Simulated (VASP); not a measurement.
A run of VASP 6.6.1 is set up as follows.

Contents of INCAR:

```
ALGO = Fast
EDIFF = 1E-6
EDIFFG = -0.04
ENCUT = 600
GGA = PE
IBRION = 2
ISIF = 3
ISMEAR = 0
LASPH = True
LCHARG = False
LREAL = False
LWAVE = False
NELM = 80
NSW = 90
PREC = Accurate
SIGMA = 0.1
```

The input KPOINTS:

```
k-points
0
Gamma
  4 2 6
```

File POSCAR:

```
LiSn2
1.0
    4.9404361500      0.0000000000      0.0000000000
    0.0000000000      9.4896609689      0.0000000000
    0.0000000000      0.0000000000      3.1690287206
Li Sn
2 4
Direct
    0.0000000000      0.0000000000      0.5000000000
    0.5000000000      0.5000000000      0.5000000000
    0.9383882511      0.6609215520      0.0000000000
    0.5616117489      0.1609215520      0.0000000000
    0.4383882511      0.8390784480      0.0000000000
    0.0616117489      0.3390784480      0.0000000000
```

Potentials or basis: VASP PAW PBE potentials, release 64 (Li_sv, Sn_d).

The run is started by

```sh
$ cat potpaw_PBE.64/Li_sv/POTCAR potpaw_PBE.64/Sn_d/POTCAR > POTCAR
$ mpirun -np 1 vasp_std > vasp.out
```

(1) Estimate the band gap on the k mesh.

(2) What does it give for the space group after relaxing (to 0.1 Å)?

(3) Estimate the relaxed volume.

Results:

(1) zero (bands 31 and 32 overlap by 4.66 eV).

(2) Pbam (No. 55).

(3) 24.61 Å³/atom.

Caveat: the cutoff is under 1.25 times the usual one of these potentials, so pressure, stress and relaxed cells hold a basis-set (Pulay) error; spin-orbit coupling is left out, which moves the levels of the heavy elements.
